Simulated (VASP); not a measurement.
Set up this calculation in VASP 6.6.1, as the native input.

```yaml
Task: single point
Functional: LDA
Potentials_or_basis: VASP PAW LDA potentials, release 64 (Zn, S)
Cutoff: 520 eV
k_mesh: 8 × 8 × 2
Occupations: fermi-dirac, width 0.05 eV
Spin: no spin polarisation
Dipole_correction: no
Further_INCAR_settings: ALGO = Normal; EDIFF = 1e-06; NBANDS = 66
```

The structure of ZnS lies in POSCAR:

```
ZnS
1.0
    3.7864153365      0.0000000000      0.0000000000
   -1.8932076683      3.2791318707      0.0000000000
    0.0000000000      0.0000000000     18.5645500459
Zn S
6 6
Direct
    0.3333333333      0.6666666667      0.8333300000
    0.6666666667      0.3333333333      0.3333300000
    0.6666666667      0.3333333333      0.6666700000
    0.3333333333      0.6666666667      0.1666700000
    0.0000000000      0.0000000000      0.5000000000
    0.0000000000      0.0000000000      0.0000000000
    0.3333333333      0.6666666667      0.9583300000
    0.6666666667      0.3333333333      0.4583300000
    0.6666666667      0.3333333333      0.7916700000
    0.3333333333      0.6666666667      0.2916700000
    0.0000000000      0.0000000000      0.6250000000
    0.0000000000      0.0000000000      0.1250000000
```

These files were run (other wordings do the same):

INCAR

```
PREC = Accurate
ENCUT = 520
EDIFF = 1E-6
ISMEAR = -1
SIGMA = 0.05
LREAL = False
LASPH = True
NELM = 60
ALGO = Normal
ISIF = 2
LWAVE = False
LCHARG = False
GGA = CA
NBANDS = 66
```

KPOINTS

```
regular mesh
0
Gamma
  8 8 2
```

Potentials or basis: VASP PAW LDA potentials, release 64 (Zn, S).

Command:

```bash
$ cat potpaw_LDA.64/Zn/POTCAR potpaw_LDA.64/S/POTCAR > POTCAR
$ mpirun -np 1 vasp_std > vasp.out
```

Results of the run:

```yaml
Pressure: -2.4 GPa
Largest_force: 0.031 eV/Å
Band_gap_on_the_k_mesh: 2.03 eV
```

Wall time 2.6 min on 1 thread of Intel(R) Xeon(R) 6975P-C (Granite Rapids), on a shared host, peak memory 0.37 GiB.
